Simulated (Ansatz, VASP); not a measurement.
TlSbO2: VASP beside Ansatz

Contents of POSCAR:

```
TlSbO2
1.0
    1.7926035202      1.0349601249      6.6029520522
   -1.7926035202      1.0349601249      6.6029520522
    0.0000000000     -2.0699202498      6.6029520522
Tl Sb O
1 1 2
Direct
    1.0000000000      0.0000000000      0.0000000000
    0.5000000000      0.5000000000      0.5000000000
    0.2271237174      0.2271237174      0.2271237174
    0.7728762826      0.7728762826      0.7728762826
```

The input INCAR.step1:

```
SYSTEM = TlSbO2
ALGO = Normal
EDIFF = 1E-4
ENCUT = 520
GGA = PE
ISMEAR = -1
LASPH = .TRUE.
LCHARG = .FALSE.
LREAL = .FALSE.
LWAVE = .TRUE.
NBANDS = 23
NELM = 80
PREC = Accurate
SIGMA = 0.02
```

File INCAR.step2:

```
SYSTEM = TlSbO2
ALGO = Normal
EDIFF = 1E-7
ENCUT = 520
ISIF = 2
ISMEAR = -1
ISTART = 1
LASPH = .TRUE.
LCHARG = .FALSE.
LMIXTAU = .TRUE.
LREAL = .FALSE.
LWAVE = .FALSE.
METAGGA = R2SCAN
NBANDS = 23
NELM = 80
PREC = Accurate
SIGMA = 0.02
```

Contents of KPOINTS:

```
k-points
0
G
  8 8 8
  0 0 0
```

Input for Ansatz:

```yaml
crystal:
  lattice:
    - [1.7926035202, 1.0349601249, 6.6029520522]
    - [-1.7926035202, 1.0349601249, 6.6029520522]
    - [0.0, -2.0699202498, 6.6029520522]
  atoms:
    - { symbol: Tl, position: [1.0, 0.0, 0.0] }
    - { symbol: Sb, position: [0.5, 0.5, 0.5] }
    - { symbol: O, position: [0.2271237174, 0.2271237174, 0.2271237174] }
    - { symbol: O, position: [0.7728762826, 0.7728762826, 0.7728762826] }
kpoints:
  mp_grid: { grid: [8, 8, 8] }
hamiltonian:
  xc: r2scan
scf:
  occupations: { method: fermi_dirac, width: 0.02 }
  n_extra_bands: 5
output:
  forces: true
  stress: true
  eigenvalues: true
```

Alike in both runs: task single point; functional r2SCAN; k mesh 8 × 8 × 8; occupations fermi-dirac, width 0.02 eV; no spin polarisation.

|  | VASP | Ansatz |
| --- | --- | --- |
| version | VASP 6.6.1 | Ansatz 0.2.0 |
| potentials or method | VASP PAW PBE potentials, release 64 (Tl_d, Sb, O) | plane waves, PAW |
| plane-wave cutoff (eV) | 520 | 500 |
| valence electrons in the cell | 30 | 40 |

```tsv
	VASP	Ansatz	Ansatz less VASP
pressure (GPa)	-5.4	-4.9	+0.50
traceless stress, the component that is largest in VASP (GPa)	0.47	0.36	-0.114
rms of the force components (eV/Å)	0.108	0.089	-0.0185
```

VASP's potentials were made for PBE, not for r2SCAN. Atom by atom the forces differ by 0.018 eV/Å (rms over components). With one functional, cell and mesh, what is left measures potentials, basis and numerics. VASP's potentials hold 30 valence electrons a cell and Ansatz's 40, so a difference there can come from the potentials and not from the codes.

Spin-orbit coupling is off throughout.
